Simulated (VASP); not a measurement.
# Ru in VASP: a series of runs, part 2 of 2

VASP 6.6.1. Earlier steps stand in the parts before.

**3. Single point, PBEsol**

INCAR reads:

```
  ALGO = Normal
  EDIFF = 1E-6
  ENCUT = 520
  GGA = PS
  ISIF = 2
  ISMEAR = -1
  LASPH = T
  LCHARG = F
  LREAL = F
  LWAVE = F
  NBANDS = 96
  NELM = 100
  PREC = Accurate
  SIGMA = 0.1
```

KPOINTS reads:

```
k-points
0
Gamma
  2 2 1
```

POSCAR reads:

```
Ru
1.0
    5.4000000000      0.0000000000      0.0000000000
    2.7000000000      4.6765370000      0.0000000000
    0.0000000000      0.0000000000     15.2768000000
Ru
12
Direct
    0.0000000000      0.0000000000      0.0654587348
    0.5000000000      0.0000000000      0.0654587348
   -0.0000033679      0.5000067358      0.0654587348
    0.4999966321      0.5000067358      0.0654587348
   -0.1917745557      0.3455120744      0.1965922183
    0.3420692681      0.3171577601      0.1938429514
   -0.1834620356      0.8195166637      0.1991123796
    0.3423955609      0.8116903598      0.1911722350
   -0.0171440238      0.0100287884      0.3246098659
    0.4624760678     -0.0046188023      0.3288646837
   -0.0234494326      0.5178618281      0.3276275136
    0.4708829812      0.4375673709      0.3445747801
```

Potentials or basis: VASP PAW PBE potentials, release 64 (Ru_pv).

On the command line:

```
$ cat potpaw_PBE.64/Ru_pv/POTCAR > POTCAR
$ mpirun -np 1 vasp_std > vasp.out
```

OUTCAR:

```text
EDIFF = 1E-6
   ENCUT = 520
   GGA = PS
   ISIF = 2
   ISMEAR = -1
   LASPH = T
   LREAL = F
   NELM = 100
   PREC = Accurate

 ion  position               nearest neighbor table
   1  0.000  0.000  0.065-   8 2.50   5 2.58   7 2.66   4 2.70   3 2.70   2 2.70   2 2.70   4 2.70
                             3 2.70
   2  0.500  0.000  0.065-   6 2.46   8 2.51   7 2.52   4 2.70   3 2.70   1 2.70   1 2.70   3 2.70
                             4 2.70
   3  1.000  0.500  0.065-   6 2.53   7 2.53   5 2.58   2 2.70   1 2.70   4 2.70   4 2.70   1 2.70
                             2 2.70
[... 614 lines left out ...]
 VOLUME and BASIS-vectors are now :
 -----------------------------------------------------------------------------
  energy-cutoff  :      520.00
  volume of cell :      385.79
      direct lattice vectors                 reciprocal lattice vectors
     5.400000000  0.000000000  0.000000000     0.185185185 -0.106916721  0.000000000
     2.700000000  4.676537000  0.000000000     0.000000000  0.213833441  0.000000000
     0.000000000  0.000000000 15.276800000     0.000000000  0.000000000  0.065458735

 POSITION                                       TOTAL-FORCE (eV/Angst)
 -----------------------------------------------------------------------------------
      0.00000      0.00000      1.00000        -0.567477     -0.106147      0.093993
      2.70000      0.00000      1.00000        -0.026661     -0.437421     -1.050366
      6.75000      2.33830      1.00000        -0.380906     -0.117759     -0.250469
      4.05000      2.33830      1.00000        -0.042205     -0.309428     -1.492454
      5.29730      1.61580      3.00330         0.811917     -1.277173      0.098599
      2.70350      1.48320      2.96130        -0.988503      1.083364      1.029254
      6.62200      3.83250      3.04180         1.238331      0.986062     -1.009347
      4.04050      3.79590      2.92050        -1.313006      1.249271      1.481283
      5.33450      0.04690      4.95900        -0.171064     -1.025367      0.865225
      5.18490      4.65494      5.02400         0.529785     -0.675788      0.667516
      6.67160      2.42180      5.00510        -0.464625     -0.765800      1.153808
      3.72420      2.04630      5.26400         1.374413      1.396187     -1.587043
 -----------------------------------------------------------------------------------
    total drift:                               -0.000113     -0.000848      0.002058

  FREE ENERGIE OF THE ION-ELECTRON SYSTEM (eV)
  ---------------------------------------------------
  free  energy   TOTEN  =      -112.3855941964 eV

  energy  without entropy=     -111.8946111471  energy(sigma->0) =     -112.14010267
```

OSZICAR:

```text
N       E                     dE             d eps       ncg     rms          rms(c)
DAV:   1     0.190477493348E+04    0.19048E+04   -0.10516E+05   928   0.170E+03
DAV:   2    -0.388528100496E+02   -0.19436E+04   -0.18955E+04   800   0.511E+02
DAV:   3    -0.117518155150E+03   -0.78665E+02   -0.75222E+02  1120   0.894E+01
DAV:   4    -0.121491277920E+03   -0.39731E+01   -0.38242E+01   992   0.146E+01
[... 21 lines left out ...]
DAV:  26    -0.112385582788E+03   -0.43820E-04   -0.67136E-06   624   0.119E-02    0.468E-03
DAV:  27    -0.112385587510E+03   -0.47226E-05   -0.13246E-06   448   0.727E-03    0.308E-03
DAV:  28    -0.112385592304E+03   -0.47942E-05   -0.74329E-07   440   0.371E-03    0.961E-04
DAV:  29    -0.112385593944E+03   -0.16395E-05   -0.28436E-07   416   0.135E-03    0.396E-04
DAV:  30    -0.112385594196E+03   -0.25253E-06   -0.72561E-08   408   0.786E-04
   1 F= -.11238559E+03 E0= -.11214010E+03  d E =-.490983E+00
```

stdout:

```text
POSCAR found type information on POSCAR Ru
 POSCAR found :  1 types and      12 ions
 scaLAPACK will be used
 -----------------------------------------------------------------------------
|                                                                             |
|                                                                             |
|     You enforced a specific xc type in the INCAR file but a different       |
|     I HOPE YOU KNOW WHAT YOU ARE DOING!                                     |
|                                                                             |
 -----------------------------------------------------------------------------

 LDA part: xc-table for (Slater+PW92), standard interpolation
 POSCAR, INCAR and KPOINTS ok, starting setup
 FFT: planning ... GRIDC
 FFT: planning ... GRID_SOFT
 FFT: planning ... GRID
 WAVECAR not read
 entering main loop
```

Wall time 11 min (1 thread of Intel Xeon Platinum 8259CL at 2.50GHz (Skylake/Cascade Lake), shared host); peak memory 0.48 GiB.

What came out:

| Quantity | Value |
| --- | --- |
| Free energy | -112.3856 eV |
| Largest force | 2.521 eV/Å |
| Band gap on the k mesh | zero (bands 84 and 85 overlap by 0.90 eV) |

Forces in eV/Å, atoms in the order of the input:
```
Ru  -0.567 -0.106  0.094
Ru  -0.027 -0.437 -1.050
Ru  -0.381 -0.118 -0.250
Ru  -0.042 -0.309 -1.492
Ru   0.812 -1.277  0.099
Ru  -0.989  1.083  1.029
Ru   1.238  0.986 -1.009
Ru  -1.313  1.249  1.481
Ru  -0.171 -1.025  0.865
Ru   0.530 -0.676  0.668
Ru  -0.465 -0.766  1.154
Ru   1.374  1.396 -1.587
```

Levels at points of the mesh, in eV from the Fermi level:
| k point | band 83 | band 84 | band 85 | band 86 | band 87 | band 88 |
| --- | --- | --- | --- | --- | --- | --- |
| (0.00, 0.00, 0.00) | 0.60 | 0.66 | 0.73 | 1.08 | 1.15 | 1.24 |
| (0.50, 0.00, 0.00) | -0.26 | -0.21 | -0.14 | 0.03 | 0.17 | 0.29 |
| (0.50, 0.50, 0.00) | -0.40 | -0.26 | -0.24 | -0.10 | 0.11 | 0.22 |
| (0.00, 0.50, 0.00) | -0.39 | -0.24 | -0.20 | 0.01 | 0.11 | 0.29 |

Caveat: the k points lie up to 0.67 Å⁻¹ apart, too coarse for converged energies and pressures of a metal; the atoms stand as in a frame of molecular dynamics; there is no dipole correction, which matters where the two faces differ; the PAW data sets were made with another functional, which shifts forces and pressure a little.

**4. Single point, PBEsol**

INCAR reads:

```
PREC = Accurate
ENCUT = 520
EDIFF = 1E-7
ISMEAR = -1
SIGMA = 0.1
LREAL = False
LASPH = True
NELM = 100
ALGO = Normal
ISIF = 2
LWAVE = False
LCHARG = False
GGA = PS
NBANDS = 96
```

KPOINTS reads:

```
Automatic mesh
0
Gamma
  2 2 1
```

POSCAR reads:

```
Ru
1.0
    5.4000000000      0.0000000000      0.0000000000
    2.7000000000      4.6765370000      0.0000000000
    0.0000000000      0.0000000000     15.2768000000
Ru
12
Direct
    0.0000000000      0.0000000000      0.0654587348
    0.5000000000      0.0000000000      0.0654587348
   -0.0000033679      0.5000067358      0.0654587348
    0.4999966321      0.5000067358      0.0654587348
   -0.1482468808      0.3457900579      0.1985101592
    0.3274421828      0.3507082270      0.1982286866
   -0.1533366048      0.8481917282      0.1984905216
    0.3710998071      0.8487263118      0.1966445853
    0.0251057377      0.0010477839      0.3357705802
    0.5398085381     -0.0080615207      0.3341341119
   -0.0035603827      0.5405281729      0.3316990469
    0.5193184614      0.5234001142      0.3204859656
```

Potentials or basis: VASP PAW PBE potentials, release 64 (Ru_pv).

On the command line:

```
$ cat potpaw_PBE.64/Ru_pv/POTCAR > POTCAR
$ mpirun -np 1 vasp_std > vasp.out
```

OUTCAR:

```text
PREC = Accurate
   ENCUT = 520
   EDIFF = 1E-7
   ISMEAR = -1
   LREAL = False
   LASPH = True
   NELM = 100
   ISIF = 2
   GGA = PS

 ion  position               nearest neighbor table
   1  0.000  0.000  0.065-   7 2.48   5 2.60   8 2.66   4 2.70   3 2.70   2 2.70   2 2.70   4 2.70
                             3 2.70
   2  0.500  0.000  0.065-   8 2.40   7 2.60   6 2.61   4 2.70   3 2.70   1 2.70   1 2.70   3 2.70
                             4 2.70
   3  1.000  0.500  0.065-   5 2.48   6 2.54   7 2.61   2 2.70   1 2.70   4 2.70   4 2.70   1 2.70
                             2 2.70
   4  0.500  0.500  0.065-   6 2.53   8 2.60   5 2.62   2 2.70   1 2.70   3 2.70   3 2.70   2 2.70
                             1 2.70
   5  0.852  0.346  0.199-  12 2.43   3 2.48   6 2.58  11 2.58   1 2.60   4 2.62   9 2.65   8 2.66
                             7 2.70   7 2.70   8 2.75   6 2.82
   6  0.327  0.351  0.198-   4 2.53  12 2.53   3 2.54  11 2.56   5 2.58   8 2.60   2 2.61   7 2.64
                            10 2.68   7 2.76   8 2.81   5 2.82
   7  0.847  0.848  0.198-   1 2.48  11 2.49  10 2.52   8 2.57   2 2.60   3 2.61   9 2.61   6 2.64
                             5 2.70   5 2.70   6 2.76   8 2.83
   8  0.371  0.849  0.197-   2 2.40  12 2.43  10 2.56   7 2.57   4 2.60   6 2.60   1 2.66   5 2.66
[... 598 lines left out ...]
  Direction    XX          YY          ZZ          XY          YZ          ZX
  --------------------------------------------------------------------------------------
  -------------------------------------------------------------------------------------
  Total       -8.6457154     -7.5132097      5.7207404     -0.2188608     -2.8701294     -5.7200177
  in kB      -35.9055007    -31.2022253     23.7581322     -0.9089249    -11.9195957    -23.7551309
  external PRESSURE =     -14.4498646 kB  Pullay stress =       0.0000000 kB

 VOLUME and BASIS-vectors are now :
 -----------------------------------------------------------------------------
  energy-cutoff  :      520.00
  volume of cell :      385.79
      direct lattice vectors                 reciprocal lattice vectors
     5.400000000  0.000000000  0.000000000     0.185185185 -0.106916721  0.000000000
     2.700000000  4.676537000  0.000000000     0.000000000  0.213833441  0.000000000
     0.000000000  0.000000000 15.276800000     0.000000000  0.000000000  0.065458735

 POSITION                                       TOTAL-FORCE (eV/Angst)
 -----------------------------------------------------------------------------------
      0.00000      0.00000      1.00000         0.768594      0.295787      0.318311
      2.70000      0.00000      1.00000         0.767316      0.588081     -0.851030
      6.75000      2.33830      1.00000         0.428621      0.252545     -0.440503
      4.05000      2.33830      1.00000         0.428745      0.123799     -0.089375
      5.53310      1.61710      3.03260        -0.269347     -0.859514     -0.685013
      2.71510      1.64010      3.02830         1.029176     -0.664913     -0.299642
      6.86210      3.96660      3.03230         0.089581      0.139249     -0.277733
      4.29550      3.96910      3.00410        -2.761843      0.347019      0.166964
      0.13840      0.00490      5.12950         0.124496      0.346798     -1.459049
      5.59320      4.63884      5.10450        -0.624682      1.325281     -0.254921
      6.84020      2.52780      5.06730         0.384716     -1.434460      0.661742
      4.21750      2.44770      4.89600        -0.365373     -0.459673      3.210249
 -----------------------------------------------------------------------------------
    total drift:                               -0.000248     -0.000128      0.001288

  FREE ENERGIE OF THE ION-ELECTRON SYSTEM (eV)
  ---------------------------------------------------
  free  energy   TOTEN  =      -112.7169658228 eV

  energy  without entropy=     -112.1639816430  energy(sigma->0) =     -112.44047373
```

Wall time 12 min (1 thread of Intel Xeon Platinum 8259CL at 2.50GHz (Skylake/Cascade Lake), shared host); peak memory 0.48 GiB.

Results:

```
Free energy            : -112.7170 eV
Largest force          : 3.264 eV/Å
Band gap on the k mesh : zero (bands 84 and 85 overlap by 0.77 eV)
```

Forces in eV/Å, atoms in the order of the input:
```
Ru   0.769  0.296  0.318
Ru   0.767  0.588 -0.851
Ru   0.429  0.253 -0.441
Ru   0.429  0.124 -0.089
Ru  -0.269 -0.860 -0.685
Ru   1.029 -0.665 -0.300
Ru   0.090  0.139 -0.278
Ru  -2.762  0.347  0.167
Ru   0.124  0.347 -1.459
Ru  -0.625  1.325 -0.255
Ru   0.385 -1.434  0.662
Ru  -0.365 -0.460  3.210
```

Levels at points of the mesh, in eV from the Fermi level:
| k point | band 82 | band 83 | band 84 | band 85 | band 86 | band 87 | band 88 | band 89 |
| --- | --- | --- | --- | --- | --- | --- | --- | --- |
| (0.00, 0.00, 0.00) | 0.59 | 0.62 | 0.64 | 0.75 | 1.10 | 1.20 | 1.21 | 1.26 |
| (0.50, 0.00, 0.00) | -0.54 | -0.50 | -0.17 | -0.13 | 0.00 | 0.04 | 0.14 | 0.36 |
| (0.50, 0.50, 0.00) | -0.42 | -0.25 | -0.17 | -0.13 | -0.09 | 0.05 | 0.29 | 0.39 |
| (0.00, 0.50, 0.00) | -0.69 | -0.46 | -0.17 | -0.12 | 0.00 | 0.14 | 0.28 | 0.32 |

Caveat: the k points lie up to 0.67 Å⁻¹ apart, too coarse for converged energies and pressures of a metal; the atoms stand as in a frame of molecular dynamics; there is no dipole correction, which matters where the two faces differ; the PAW data sets were made with another functional, which shifts forces and pressure a little.

**5. Summary**

| cell | gap on the mesh (eV) | largest force (eV/Å) |
| --- | --- | --- |
| as given, atomic positions A | none | 2.90 |
| as given, atomic positions B | none | 2.52 |
| as given, atomic positions C | none | 3.26 |

Alike in all rows: task single point; level PBEsol; potentials or basis VASP PAW PBE potentials, release 64 (Ru_pv); no spin polarisation; k mesh 2 × 2 × 1; cutoff (eV) 520; smearing fermi-dirac 0.1 eV.

Caveats: all runs use coarse meshes; the atoms stand as in a frame of molecular dynamics; there is no dipole correction, which matters where the two faces differ; the PAW data sets were made with another functional, which shifts forces and pressure a little.

Absolute energies hang on the potentials; compare differences alone.
